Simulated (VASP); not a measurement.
# Al12N in VASP: notebook

The runs below take Al12N through single point, with PBE.

Everything below comes from runs of VASP 6.6.1. Logs are shortened: lines on timing, memory, paths and dates and some standing lists are left out, and cuts for length are marked.

**1. The cell of the first run**

The cell holds a slab with vacuum, 13 atoms: a = 5.714 Å, b = 5.714 Å, c = 19.675 Å, α = 90.00°, β = 90.00°, γ = 90.00°.

**2. Single point, PBE**

INCAR

```
SYSTEM = Al12N
PREC     = Accurate       ! precision mode
ENCUT    = 520            ! plane-wave cutoff, eV
EDIFF    = 1E-6           ! SCF threshold, eV
ISMEAR   = 0              ! smearing method
SIGMA    = 0.1            ! smearing width, eV
LREAL    = .False.        ! projectors in reciprocal space
LASPH    = .True.         ! aspherical terms in the spheres
NELM     = 80             ! most SCF steps
ALGO     = Normal         ! electronic algorithm
ISIF     = 2              ! what is computed and relaxed
LWAVE    = .False.        ! write WAVECAR
LCHARG   = .False.        ! write CHGCAR
LDIPOL   = .True.       
IDIPOL   = 3            
DIPOL    = 0.5 0.5 0.323
GGA      = PE             ! functional
NBANDS   = 32             ! bands
```

KPOINTS

```
regular mesh
0
Gamma
  5 5 1
  0 0 0
```

POSCAR

```
Al12N
1.0
    5.7135165839      0.0000000000      0.0000000000
    0.0000000000      5.7135165839      0.0000000000
    0.0000000000      0.0000000000     19.6746954090
Al N
12 1
Direct
    0.2500000000      0.2500000000      0.2033068323
    0.2500000000      0.7500000000      0.2033068323
    0.7500000000      0.2500000000      0.2033068323
    0.7500000000      0.7500000000      0.2033068323
    0.0000000000      0.0000000000      0.3092728581
    0.0000000000      0.5000000000      0.3092728581
    0.5000000000      0.0000000000      0.3092728581
    0.5000000000      0.5000000000      0.3092728581
    0.2500000000      0.2500000000      0.4154928571
    0.2500000000      0.7500000000      0.4154928571
    0.7500000000      0.2500000000      0.4154928571
    0.7500000000      0.7500000000      0.4154928571
    0.2500000000      0.4166666667      0.4886197863
```

Potentials or basis: VASP PAW PBE potentials, release 64 (Al, N).

Command:

```bash
> cat potpaw_PBE.64/Al/POTCAR potpaw_PBE.64/N/POTCAR > POTCAR
> mpirun -np 1 vasp_std > vasp.out
```

OUTCAR:

```text
SYSTEM = Al12N
   PREC = Accurate
   ENCUT = 520
   EDIFF = 1E-6
   ISMEAR = 0
   LREAL = .False.
   LASPH = .True.
   NELM = 80
   ISIF = 2
   GGA = PE

 ion  position               nearest neighbor table
   1  0.250  0.250  0.203-   2 2.86   3 2.86   2 2.86   3 2.86   7 2.90   8 2.90   5 2.90   6 2.90

   2  0.250  0.750  0.203-   1 2.86   4 2.86   1 2.86   4 2.86   7 2.90   8 2.90   5 2.90   6 2.90

   3  0.750  0.250  0.203-   1 2.86   4 2.86   4 2.86   1 2.86   7 2.90   8 2.90   5 2.90   6 2.90

   4  0.750  0.750  0.203-   2 2.86   3 2.86   3 2.86   2 2.86   7 2.90   8 2.90   5 2.90   6 2.90

   5  0.000  0.000  0.309-   6 2.86   7 2.86   6 2.86   7 2.86   1 2.90   2 2.90   3 2.90   4 2.90
                            11 2.91  12 2.91   9 2.91  10 2.91
   6  0.000  0.500  0.309-   5 2.86   8 2.86   5 2.86   8 2.86   1 2.90   2 2.90   3 2.90   4 2.90
                            11 2.91  12 2.91   9 2.91  10 2.91
   7  0.500  0.000  0.309-   5 2.86   8 2.86   8 2.86   5 2.86   1 2.90   2 2.90   3 2.90   4 2.90
                            11 2.91  12 2.91   9 2.91  10 2.91
   8  0.500  0.500  0.309-   6 2.86   7 2.86   7 2.86   6 2.86   1 2.90   2 2.90   3 2.90   4 2.90
                            11 2.91  12 2.91   9 2.91  10 2.91
   9  0.250  0.250  0.415-  13 1.73  11 2.86  10 2.86  10 2.86  11 2.86   6 2.91   7 2.91   8 2.91
                             5 2.91
  10  0.250  0.750  0.415-  13 2.39  12 2.86   9 2.86   9 2.86  12 2.86   6 2.91   7 2.91   8 2.91
                             5 2.91
  11  0.750  0.250  0.415-   9 2.86  12 2.86  12 2.86   9 2.86   5 2.91   6 2.91   7 2.91   8 2.91

  12  0.750  0.750  0.415-  10 2.86  11 2.86  11 2.86  10 2.86   5 2.91   6 2.91   7 2.91   8 2.91

  13  0.250  0.417  0.489-   9 1.73  10 2.39

  LATTYP: Found a simple tetragonal cell.
 ALAT       =     5.7135165839
 C/A-ratio  =     3.4435351889

  Lattice vectors:

 A1 = (   5.7135165839,   0.0000000000,   0.0000000000)
 A2 = (   0.0000000000,   5.7135165839,   0.0000000000)
 A3 = (   0.0000000000,   0.0000000000,  19.6746954090)

Analysis of symmetry for initial positions (statically):
=====================================================================
 Subroutine PRICEL returns:
 Original cell was already a primitive cell.

 Routine SETGRP: Setting up the symmetry group for a
 simple tetragonal supercell.

 Subroutine GETGRP returns: Found  2 space group operations
 (whereof  1 operations were pure point group operations)
 out of a pool of 16 trial point group operations.

The static configuration has the point symmetry C_1 .
 The point group associated with its full space group is C_1h.

Analysis of symmetry for dynamics (positions and initial velocities):
=====================================================================
 Subroutine PRICEL returns:
 Original cell was already a primitive cell.

 Routine SETGRP: Setting up the symmetry group for a
 simple tetragonal supercell.

 Subroutine GETGRP returns: Found  2 space group operations
 (whereof  1 operations were pure point group operations)
 out of a pool of 16 trial point group operations.

The dynamic configuration has the point symmetry C_1 .
 The point group associated with its full space group is C_1h.

 Subroutine INISYM returns: Found  2 space group operations
 (whereof  1 operations are pure point group operations),
 and found     1 'primitive' translations

----------------------------------------------------------------------------------------

                                     Primitive cell

  volume of cell :     642.2661

  direct lattice vectors                    reciprocal lattice vectors
     5.713516584  0.000000000  0.000000000     0.175023558  0.000000000  0.000000000
     0.000000000  5.713516584  0.000000000     0.000000000  0.175023558  0.000000000
     0.000000000  0.000000000 19.674695409     0.000000000  0.000000000  0.050826708

  length of vectors
     5.713516584  5.713516584 19.674695409     0.175023558  0.175023558  0.050826708

  position of ions in fractional coordinates (direct lattice)
     0.250000000  0.250000000  0.203306832
     0.250000000  0.750000000  0.203306832
     0.750000000  0.250000000  0.203306832
     0.750000000  0.750000000  0.203306832
     0.000000000  0.000000000  0.309272858
     0.000000000  0.500000000  0.309272858
     0.500000000  0.000000000  0.309272858
     0.500000000  0.500000000  0.309272858
     0.250000000  0.250000000  0.415492857
     0.250000000  0.750000000  0.415492857
     0.750000000  0.250000000  0.415492857
     0.750000000  0.750000000  0.415492857
     0.250000000  0.416666667  0.488619786

  ion indices of the primitive-cell ions
   primitive index   ion index
                 1           1
                 2           2
                 3           3
                 4           4
                 5           5
                 6           6
                 7           7
                 8           8
                 9           9
                10          10
                11          11
                12          12
                13          13

----------------------------------------------------------------------------------------

 KPOINTS: regular mesh

Automatic generation of k-mesh.
 Grid dimensions read from file:
 generate k-points for:    5    5    1

 Generating k-lattice:

  Cartesian coordinates                     Fractional coordinates (reciprocal lattice)
     0.035004712  0.000000000  0.000000000     0.200000000  0.000000000  0.000000000
     0.000000000  0.035004712  0.000000000     0.000000000  0.200000000  0.000000000
     0.000000000  0.000000000  0.050826708     0.000000000  0.000000000  1.000000000

  Length of vectors
     0.035004712  0.035004712  0.050826708

  Shift w.r.t. Gamma in fractional coordinates (k-lattice)
     0.000000000  0.000000000  0.000000000

 Subroutine IBZKPT returns following result:
 ===========================================

 Found      9 irreducible k-points:

 Following reciprocal coordinates:
            Coordinates               Weight
  0.000000  0.000000  0.000000      1.000000
  0.200000  0.000000  0.000000      2.000000
  0.000000  0.200000  0.000000      2.000000
  0.400000  0.000000  0.000000      2.000000
  0.000000  0.400000  0.000000      2.000000
  0.200000  0.200000  0.000000      4.000000
  0.400000  0.200000  0.000000      4.000000
 -0.200000  0.400000  0.000000      4.000000
  0.400000  0.400000  0.000000      4.000000
   k-points           NKPTS =      9   k-points in BZ     NKDIM =      9   number of bands    NBANDS=     32
   number of dos      NEDOS =    301   number of ions     NIONS =     13
   total plane-waves  NPLWV = 264600
   dimension x,y,z NGX =    42 NGY =   42 NGZ =  150
   dimension x,y,z NGXF=    84 NGYF=   84 NGZF=  300
   ions per type =              12   1
   NGX,Y,Z   is equivalent  to a cutoff of  12.22, 12.22, 12.67 a.u.
   NGXF,Y,Z  is equivalent  to a cutoff of  24.44, 24.44, 25.35 a.u.
 SYSTEM =  Al12N
   PREC   = accura    normal or accurate (medium, high low for compatibility)
   ISTART =      0    job   : 0-new  1-cont  2-samecut
   ICHARG =      2    charge: 1-file 2-atom 10-const
   ISPIN  =      1    spin polarized calculation?
   LNONCOLLINEAR =      F non collinear calculations
   LSORBIT =      F    spin-orbit coupling
   LASPH  =      T    aspherical Exc in radial PAW
   ENCUT  =  520.0 eV  38.22 Ry    6.18 a.u.  10.62 10.62 36.58*2*pi/ulx,y,z
   NELM   =     80;   NELMIN=  2; NELMDL= -5     # of ELM steps
   EDIFF  = 0.1E-05   stopping-criterion for ELM
   LREAL  =      F    real-space projection
   EDIFFG = 0.1E-04   stopping-criterion for IOM
   NSW    =      0    number of steps for IOM
   IBRION =     -1    ionic relax: 0-MD 1-quasi-New 2-CG
   NFREE  =      0    steps in history (QN), initial steepest desc. (CG)
   ISIF   =      2    stress and relaxation
   ISYM   =      2    0-nonsym 1-usesym 2-fastsym
   POTIM  = 0.5000    time-step for ionic-motion
   TEBEG  =    0.0;   TEEND  =   0.0 temperature during run
   PSTRESS=    0.0 pullay stress
   NELECT =      41.0000    total number of electrons
   NUPDOWN=      -1.0000    fix difference up-down
   EMIN   =  10.00;   EMAX   =-10.00  energy-range for DOS
   EFERMI =   0.00;   METHOD = LEGACY
   ISMEAR =     0;   SIGMA  =   0.10  broadening in eV -4-tet -1-fermi 0-gaus
   EFERMI_NEDOS =   21; number of points for ismear=-14 and -15
   IALGO  =     38    algorithm
   IMIX   =      4    mixing-type and parameters
     AMIX     =   0.40;   BMIX     =  1.00
     AMIX_MAG =   1.60;   BMIX_MAG =  1.00
  volume/ion in A,a.u.               =      49.41       333.40
  Fermi-wavevector in a.u.,A,eV,Ry     =   0.654281  1.236412  5.824435  0.428084
  Thomas-Fermi vector in A             =   1.724790
   LORBIT       =      0    0 simple, 1 ext, 2 COOP (PROOUT), +10 PAW based schemes
   GGA     = PE    functional components
   LHFCALC =     F    Hartree Fock is set to
   AEXX    =    0.0000 exact exchange contribution
   IVDW    =     0    specifies the selected vdW correction
   LEPSILON=     F    determine dielectric tensor
   LRPA    =     F    only Hartree local field effects (RPA)
 non-spin polarized calculation
 Gauss-broadening in eV      SIGMA  =   0.10
  energy-cutoff  :      520.00
  volume of cell :      642.27
 maximum number of plane-waves:     17320
   NGX = 21   NGY = 21   NGZ = 73

 dipolmoment           0.000000      0.000000     -0.108079 electrons x Angstroem

 number of electron      41.0000000 magnetization

 dipolmoment           0.000000      0.000000      0.288591 electrons x Angstroem

 Free energy of the ion-electron system (eV)
  ---------------------------------------------------
  ext. energy  EPLUGINS =         0.00000000
  ---------------------------------------------------
  free energy    TOTEN  =       -47.56780286 eV

  energy without entropy =      -47.54043067  energy(sigma->0) =      -47.55411677

 E-fermi :  -0.9075     XC(G=0):  -4.2982

 val. band max:       -0.9117836545   @ k =   0.0000   0.0000   0.0000
 cond. band min:      -0.8346263468   @ k =   0.0000   0.0000   0.0000
 fundamental gap:      0.0771573077
 Fermi energy:        -0.9074996020

 k-point     1 :       0.0000    0.0000    0.0000
  band No.  band energies     occupation
      1     -13.6487      2.00000
      2     -10.9539      2.00000
      3      -8.7273      2.00000
      4      -6.6636      2.00000
      5      -6.6165      2.00000
      6      -6.5445      2.00000
[... 24 lines left out ...]
     31       1.9321      0.00000
     32       2.1111      0.00000

 k-point     2 :       0.2000    0.0000    0.0000
  band No.  band energies     occupation
      1     -13.6418      2.00000
      2     -10.7803      2.00000
      3      -8.5761      2.00000
      4      -8.1339      2.00000
      5      -6.4866      2.00000
      6      -6.3494      2.00000
[... 237 lines left out ...]
 k-point     9 :       0.4000    0.4000    0.0000
  band No.  band energies     occupation
      1     -13.6141      2.00000
      2      -9.5603      2.00000
      3      -8.7154      2.00000
      4      -8.6464      2.00000
      5      -7.8130      2.00000
      6      -7.4016      2.00000
[... 24 lines left out ...]
     31       1.9698      0.00000
     32       2.2499      0.00000

------------------------ aborting loop because EDIFF is reached ----------------------------------------

 vacuum level on the upper side and lower side of the slab       (xc-potential included)         0.759        -0.799

  FORCE on cell =-STRESS in cart. coord.  units (eV):
  Direction    XX          YY          ZZ          XY          YZ          ZX
  --------------------------------------------------------------------------------------
  -------------------------------------------------------------------------------------
  Total       -6.2898143    -10.1396386     -0.5695282      0.0000000      3.2399746      0.0000000
  in kB      -15.6903780    -25.2940317     -1.4207277      0.0000000      8.0823412      0.0000000
  external PRESSURE =     -14.1350458 kB  Pullay stress =       0.0000000 kB

 VOLUME and BASIS-vectors are now :
 -----------------------------------------------------------------------------
  energy-cutoff  :      520.00
  volume of cell :      642.27
      direct lattice vectors                 reciprocal lattice vectors
     5.713516584  0.000000000  0.000000000     0.175023558  0.000000000  0.000000000
     0.000000000  5.713516584  0.000000000     0.000000000  0.175023558  0.000000000
     0.000000000  0.000000000 19.674695409     0.000000000  0.000000000  0.050826708

 POSITION                                       TOTAL-FORCE (eV/Angst)
 -----------------------------------------------------------------------------------
      1.42838      1.42838      4.00000         0.000000     -0.069368      0.025116
      1.42838      4.28514      4.00000         0.000000      0.142624      0.025943
      4.28514      1.42838      4.00000         0.000000      0.138184      0.030482
      4.28514      4.28514      4.00000         0.000000     -0.112275      0.081367
      0.00000      0.00000      6.08485        -0.033974      0.001954      0.032959
      0.00000      2.85676      6.08485        -0.008107      0.005240     -0.053743
      2.85676      0.00000      6.08485         0.033974      0.001954      0.032959
      2.85676      2.85676      6.08485         0.008107      0.005240     -0.053743
      1.42838      1.42838      8.17470         0.000000     -1.269503     -1.403379
      1.42838      4.28514      8.17470         0.000000     -1.588708      1.240285
      4.28514      1.42838      8.17470         0.000000      0.098395      0.112055
      4.28514      4.28514      8.17470         0.000000      0.085797     -0.094238
      1.42838      2.38063      9.61345         0.000000      2.560467      0.023937
 -----------------------------------------------------------------------------------
    total drift:                                0.000000     -0.000062     -0.000111

  FREE ENERGIE OF THE ION-ELECTRON SYSTEM (eV)
  ---------------------------------------------------
  free  energy   TOTEN  =       -47.5678028618 eV

  energy  without entropy=      -47.5404306735  energy(sigma->0) =      -47.55411677

 vacuum level on the upper side and lower side of the slab         5.022         3.423
```

Wall time 9 min (1 thread of Intel Xeon 8259CL, shared host); peak memory 0.64 GiB.

What came out:

| Property | Result |
| --- | --- |
| Free energy | -47.5678 eV |
| Largest force | 2.561 eV/Å |
| Band gap on the k mesh | zero (an odd number of electrons rules out a gap without spin polarisation) |

Forces in eV/Å, atoms in the order of the input:
```
Al   0.000 -0.069  0.025
Al   0.000  0.143  0.026
Al   0.000  0.138  0.030
Al   0.000 -0.112  0.081
Al  -0.034  0.002  0.033
Al  -0.008  0.005 -0.054
Al   0.034  0.002  0.033
Al   0.008  0.005 -0.054
Al   0.000 -1.270 -1.403
Al   0.000 -1.589  1.240
Al   0.000  0.098  0.112
Al   0.000  0.086 -0.094
N    0.000  2.560  0.024
```

**3. Single point, PBE**

INCAR

```
SYSTEM = Al12N
PREC = Accurate
ENCUT = 520
EDIFF = 1E-6
ISMEAR = 0
SIGMA = 0.1
LREAL = .False.
LASPH = .True.
NELM = 100
ALGO = Normal
ISIF = 2
LWAVE = .False.
LCHARG = .False.
LDIPOL = .True.
IDIPOL = 3
DIPOL = 0.5 0.5 0.324
GGA = PE
NBANDS = 32
```

KPOINTS is that of step 2.

POSCAR: that of step 2 with these lines changed.

```diff
@@ -20,2 +20,2 @@
     0.7500000000      0.7500000000      0.4154928571
-    0.2500000000      0.4166666667      0.4886197863
+    0.2500000000      0.3333333333      0.5009324314
```

Potentials or basis: VASP PAW PBE potentials, release 64 (Al, N).

Command:

```bash
> cat potpaw_PBE.64/Al/POTCAR potpaw_PBE.64/N/POTCAR > POTCAR
> mpirun -np 1 vasp_std > vasp.out
```

It took 12 min on 1 thread of Intel Xeon 8259CL, shared host; peak memory 0.64 GiB.

The run converged. Its results:

* Free energy: -46.7535 eV
* Largest force: 1.264 eV/Å
* Band gap on the k mesh: zero (an odd number of electrons rules out a gap without spin polarisation)

Forces on the atoms (eV/Å):
```
Al   0.000  0.005  0.011
Al   0.000  0.057  0.027
Al   0.000  0.088  0.029
Al   0.000 -0.071  0.110
Al   0.010  0.042  0.030
Al   0.059 -0.033  0.010
Al  -0.010  0.042  0.030
Al  -0.059 -0.033  0.010
Al   0.000 -0.490 -1.165
Al   0.000 -0.745  0.574
Al   0.000  0.072  0.296
Al   0.000  0.053 -0.009
N    0.000  1.015  0.046
```

Levels at points of the mesh, in eV from the Fermi level:
| k point | band 17 | band 18 | band 19 | band 20 | band 21 | band 22 | band 23 | band 24 |
| --- | --- | --- | --- | --- | --- | --- | --- | --- |
| (0.00, 0.00, 0.00) | -1.15 | -1.06 | -0.77 | -0.68 | -0.41 | -0.03 | -0.03 | 0.20 |

The gap in the log of VASP goes by the Fermi energy; the results here count the filled bands.